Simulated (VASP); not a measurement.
# Cu (P6_3/mmc) in VASP: notebook, part 2 of 3

VASP 6.6.1. The steps go on from the part before.

## 3. Single point, PBEsol

This run uses another cell than the first one, of 10.98 Å³/atom.

Contents of INCAR:

```
  ALGO = Normal
  EDIFF = 1E-6
  ENCUT = 520
  GGA = PS
  ISIF = 2
  ISMEAR = -1
  LASPH = True
  LCHARG = False
  LREAL = False
  LWAVE = False
  NBANDS = 18
  NELM = 60
  PREC = Accurate
  SIGMA = 0.1
```

Contents of KPOINTS:

```
k-points
0
Gamma
  13 13 7
```

Contents of POSCAR:

```
Cu
1.0
    2.4998479220      0.0000000000      0.0000000000
   -1.2499239561      2.1649318042      0.0000000000
    0.0000000000      0.0000000000      4.0569889027
Cu
2
Direct
    0.3333333333      0.6666666667      0.2500000000
    0.6666666667      0.3333333333      0.7500000000
```

Potentials or basis: VASP PAW PBE potentials, release 64 (Cu).

Run with:

```bash
> cat potpaw_PBE.64/Cu/POTCAR > POTCAR
> mpirun -np 1 vasp_std > vasp.out
```

It took 48 s on 1 thread of Intel Xeon 8259CL, shared host; peak memory 0.15 GiB.

The run converged. Its results:

| Property | Result |
| --- | --- |
| Free energy | -8.6007 eV |
| Pressure | 6.2 GPa |
| Band gap on the k mesh | zero (bands 11 and 12 overlap by 5.13 eV) |

Stress tensor (GPa, compression positive):
```
4.87 0.00 0.00
0.00 4.87 0.00
0.00 0.00 8.71
```

Levels at points of the mesh, in eV from the Fermi level:
```csv
k point,band 7,band 8,band 9,band 10,band 11,band 12,band 13,band 14,band 15,band 16
"(0.00, 0.00, 0.00)",-2.96,-2.66,-2.66,-1.80,-1.80,-1.19,4.21,21.85,22.69,22.69
```

Caveat: the cell stands under pressure; the PAW data sets were made with another functional, which shifts forces and pressure a little.

## 4. Single point, PBEsol

This run uses another cell than the first one, of 11.21 Å³/atom.

Contents of INCAR:

```
SYSTEM = Cu
PREC     = Accurate       ! precision mode
ENCUT    = 520            ! plane-wave cutoff, eV
EDIFF    = 1E-7           ! SCF threshold, eV
ISMEAR   = -1             ! smearing method
SIGMA    = 0.1            ! smearing width, eV
LREAL    = .FALSE.        ! projectors in reciprocal space
LASPH    = .TRUE.         ! aspherical terms in the spheres
NELM     = 100            ! most SCF steps
ALGO     = Normal         ! electronic algorithm
ISIF     = 2              ! what is computed and relaxed
LWAVE    = .FALSE.        ! write WAVECAR
LCHARG   = .FALSE.        ! write CHGCAR
GGA      = PS             ! functional
NBANDS   = 18             ! bands
```

Contents of KPOINTS:

```
regular mesh
0
G
  13 13 7
  0 0 0
```

Contents of POSCAR:

```
Cu
1.0
    2.5170887973      0.0000000000      0.0000000000
   -1.2585443937      2.1798628402      0.0000000000
    0.0000000000      0.0000000000      4.0849690207
Cu
2
Direct
    0.3333333333      0.6666666667      0.2500000000
    0.6666666667      0.3333333333      0.7500000000
```

Potentials or basis: VASP PAW PBE potentials, release 64 (Cu).

Run with:

```bash
> cat potpaw_PBE.64/Cu/POTCAR > POTCAR
> mpirun -np 1 vasp_std > vasp.out
```

OUTCAR:

```text
SYSTEM = Cu
   PREC = Accurate
   ENCUT = 520
   EDIFF = 1E-7
   ISMEAR = -1
   LREAL = .FALSE.
   LASPH = .TRUE.
   NELM = 100
   ISIF = 2
   GGA = PS

 ion  position               nearest neighbor table
   1  0.333  0.667  0.250-   2 2.51   2 2.51   2 2.51   2 2.51   2 2.51   2 2.51
   2  0.667  0.333  0.750-   1 2.51   1 2.51   1 2.51   1 2.51   1 2.51   1 2.51

  LATTYP: Found a hexagonal cell.
 ALAT       =     2.5170887973
 C/A-ratio  =     1.6228942837

  Lattice vectors:

 A1 = (   2.5170887973,   0.0000000000,   0.0000000000)
 A2 = (  -1.2585443937,   2.1798628402,   0.0000000000)
 A3 = (   0.0000000000,   0.0000000000,   4.0849690207)

Analysis of symmetry for initial positions (statically):
=====================================================================
 Subroutine PRICEL returns:
 Original cell was already a primitive cell.

 Routine SETGRP: Setting up the symmetry group for a
 hexagonal supercell.

 Subroutine GETGRP returns: Found 24 space group operations
 (whereof 12 operations were pure point group operations)
 out of a pool of 24 trial point group operations.

The static configuration has the point symmetry D_3d.
 The point group associated with its full space group is D_6h.

Analysis of symmetry for dynamics (positions and initial velocities):
=====================================================================
 Subroutine PRICEL returns:
 Original cell was already a primitive cell.

 Routine SETGRP: Setting up the symmetry group for a
 hexagonal supercell.

 Subroutine GETGRP returns: Found 24 space group operations
 (whereof 12 operations were pure point group operations)
 out of a pool of 24 trial point group operations.

The dynamic configuration has the point symmetry D_3d.
 The point group associated with its full space group is D_6h.

 Subroutine INISYM returns: Found 24 space group operations
 (whereof 12 operations are pure point group operations),
 and found     1 'primitive' translations

[... 110 lines left out ...]
   EFERMI_NEDOS =   21; number of points for ismear=-14 and -15
   IALGO  =     38    algorithm
   IMIX   =      4    mixing-type and parameters
     AMIX     =   0.40;   BMIX     =  1.00
     AMIX_MAG =   1.60;   BMIX_MAG =  1.00
  volume/ion in A,a.u.               =      11.21        75.63
  Fermi-wavevector in a.u.,A,eV,Ry     =   1.626960  3.074509 36.014610  2.646999
  Thomas-Fermi vector in A             =   2.719834
   LORBIT       =      0    0 simple, 1 ext, 2 COOP (PROOUT), +10 PAW based schemes
   GGA     = PS    functional components
   LHFCALC =     F    Hartree Fock is set to
   AEXX    =    0.0000 exact exchange contribution
   IVDW    =     0    specifies the selected vdW correction
   LEPSILON=     F    determine dielectric tensor
   LRPA    =     F    only Hartree local field effects (RPA)
 non-spin polarized calculation
  energy-cutoff  :      520.00
  volume of cell :       22.41
 maximum number of plane-waves:       617
 NGX is ok and might be reduce to    20
   NGX =  9   NGY =  9   NGZ = 15

 number of electron      21.9999967 magnetization

 Free energy of the ion-electron system (eV)
  ---------------------------------------------------
  ext. energy  EPLUGINS =         0.00000000
  ---------------------------------------------------
  free energy    TOTEN  =        -8.61316242 eV

  energy without entropy =       -8.59797323  energy(sigma->0) =       -8.60556783

 E-fermi :   8.0575     XC(G=0): -13.2171

 val. band max:        7.9612086236   @ k =   0.3846   0.0000   0.4286
 cond. band min:       8.1256400180   @ k =   0.1538   0.0000   0.1429
 fundamental gap:      0.1644313945
 Fermi energy:         8.0574692927

 k-point     1 :       0.0000    0.0000    0.0000
  band No.  band energies     occupation
      1      -1.7313      2.00000
      2       2.6741      2.00000
      3       4.8871      2.00000
      4       4.9260      2.00000
      5       4.9260      2.00000
      6       5.1579      2.00000
[... 481 lines left out ...]
      5       4.9457      2.00000
      6       5.1152      2.00000
[... 10 lines left out ...]
     17      29.7661      0.00000
     18      31.1196      0.00000

 [... further k-points ...]

------------------------ aborting loop because EDIFF is reached ----------------------------------------

  FORCE on cell =-STRESS in cart. coord.  units (eV):
  Direction    XX          YY          ZZ          XY          YZ          ZX
  --------------------------------------------------------------------------------------
  -------------------------------------------------------------------------------------
  Total        0.1642012      0.1642012      0.6755549      0.0000000      0.0000000      0.0000000
  in kB       11.7373612     11.7373612     48.2897286      0.0000000      0.0000000      0.0000000
  external PRESSURE =      23.9214837 kB  Pullay stress =       0.0000000 kB

 VOLUME and BASIS-vectors are now :
 -----------------------------------------------------------------------------
  energy-cutoff  :      520.00
  volume of cell :       22.41
      direct lattice vectors                 reciprocal lattice vectors
     2.517088797  0.000000000  0.000000000     0.397284355  0.229372229  0.000000000
    -1.258544394  2.179862840  0.000000000     0.000000000  0.458744459  0.000000000
     0.000000000  0.000000000  4.084969021     0.000000000  0.000000000  0.244799898

 POSITION                                       TOTAL-FORCE (eV/Angst)
 -----------------------------------------------------------------------------------
      0.00000      1.45324      1.02124         0.000000     -0.000000      0.000000
      1.25854      0.72662      3.06373        -0.000000      0.000000      0.000000
 -----------------------------------------------------------------------------------
    total drift:                                0.000000     -0.000000      0.000000

  FREE ENERGIE OF THE ION-ELECTRON SYSTEM (eV)
  ---------------------------------------------------
  free  energy   TOTEN  =        -8.6131624171 eV

  energy  without entropy=       -8.5979732336  energy(sigma->0) =       -8.60556783
```

stdout:

```text
POSCAR found type information on POSCAR Cu
 POSCAR found :  1 types and       2 ions
 scaLAPACK will be used
 -----------------------------------------------------------------------------
|                                                                             |
|                                                                             |
|     You enforced a specific xc type in the INCAR file but a different       |
|     I HOPE YOU KNOW WHAT YOU ARE DOING!                                     |
|                                                                             |
 -----------------------------------------------------------------------------

 LDA part: xc-table for (Slater+PW92), standard interpolation
 POSCAR, INCAR and KPOINTS ok, starting setup
 FFT: planning ... GRIDC
 FFT: planning ... GRID_SOFT
 FFT: planning ... GRID
 WAVECAR not read
 entering main loop
```

It took 53 s on 1 thread of Intel Xeon 8259CL, shared host; peak memory 0.15 GiB.

Results:

- Free energy: -8.6132 eV
- Pressure: 2.4 GPa
- Band gap on the k mesh: zero (bands 11 and 12 overlap by 5.05 eV)

Stress tensor (GPa, compression positive):
```
1.17 0.00 0.00
0.00 1.17 0.00
0.00 0.00 4.83
```

Levels at points of the mesh, in eV from the Fermi level:
```csv
k point,band 7,band 8,band 9,band 10,band 11,band 12,band 13,band 14,band 15,band 16
"(0.00, 0.00, 0.00)",-2.90,-2.61,-2.61,-1.78,-1.78,-1.12,4.10,21.68,22.37,22.37
```

Caveat: the PAW data sets were made with another functional, which shifts forces and pressure a little.

(Part 2 of 3 ends here.)
